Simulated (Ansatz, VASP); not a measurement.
# Two plane-wave programs on WS2

INCAR

```
SYSTEM = WS2
PREC = Accurate
ENCUT = 520
EDIFF = 1E-6
ISMEAR = 0
SIGMA = 0.05
LREAL = .FALSE.
LASPH = .TRUE.
NELM = 60
ALGO = Normal
ISIF = 2
LWAVE = .FALSE.
LCHARG = .TRUE.
LDIPOL = .TRUE.
IDIPOL = 3
DIPOL = 0.5 0.5 0.391
GGA = PE
IVDW = 12
LELF = .TRUE.
LVHAR = .TRUE.
LVACPOTAV = .TRUE.
NBANDS = 35
```

The input KPOINTS:

```
Automatic mesh
0
G
  9 9 1
  0 0 0
```

Contents of POSCAR:

```
WS2
1.0
    3.1595457497      0.0000000000      0.0000000000
   -1.5797728749      2.7362468836      0.0000000000
    0.0000000000      0.0000000000     23.8042575719
S W
4 2
Direct
    0.3333333333      0.6666666667      0.1890418126
    0.3333333333      0.6666666667      0.3214605103
    0.8333333333      1.0000000000      0.4596710800
    0.8333333333      1.0000000000      0.5920897776
    0.6666666667      0.3333333333      0.2552511581
    0.5000000000      1.3333333333      0.5258804254
```

Input for Ansatz:

```yaml
crystal:
  lattice:
    - [3.1595457497, 0.0, 0.0]
    - [-1.5797728749, 2.7362468836, 0.0]
    - [0.0, 0.0, 23.8042575719]
  atoms:
    - { symbol: S, position: [0.3333333333, 0.6666666667, 0.1890418126] }
    - { symbol: W, position: [0.6666666667, 0.3333333333, 0.2552511581] }
    - { symbol: S, position: [0.3333333333, 0.6666666667, 0.3214605103] }
    - { symbol: S, position: [0.8333333333, 1.0, 0.45967108] }
    - { symbol: W, position: [0.5, 1.3333333333, 0.5258804254] }
    - { symbol: S, position: [0.8333333333, 1.0, 0.5920897776] }
basis:
  ecutwfc: 420
kpoints:
  mp_grid: { grid: [9, 9, 1] }
hamiltonian:
  xc: pbe
  pseudopotentials: { kind: paw, azcp: { folder: soft_1 } }
  dispersion: d3bj
scf:
  occupations: { method: gaussian, width: 0.05 }
output:
  forces: true
  eigenvalues: true
efield:
  axis: 3
  dipole_correction: true
  ramp_width: 0.04
```

Alike in both runs: task single point; functional PBE; dispersion D3(BJ); k mesh 9 × 9 × 1; occupations gaussian, width 0.05 eV; no spin polarisation.

|  | VASP | Ansatz |
| --- | --- | --- |
| version | VASP 6.6.1 | Ansatz 0.2.0 |
| potentials or method | VASP PAW PBE potentials, release 64 (S, W_sv), cutoff 520 eV | scalar-relativistic, plane waves, PAW |
| valence electrons in the cell | 52 | 52 |

```csv
,VASP,Ansatz,Ansatz less VASP
gap on the k mesh at the Fermi level (eV),1.68,1.67,-0.010
least direct gap on the mesh (eV),1.91,1.91,-0.003
rms of the force components (eV/Å),0.019,0.019,+0.0002
```

Neither program's run includes spin-orbit coupling.
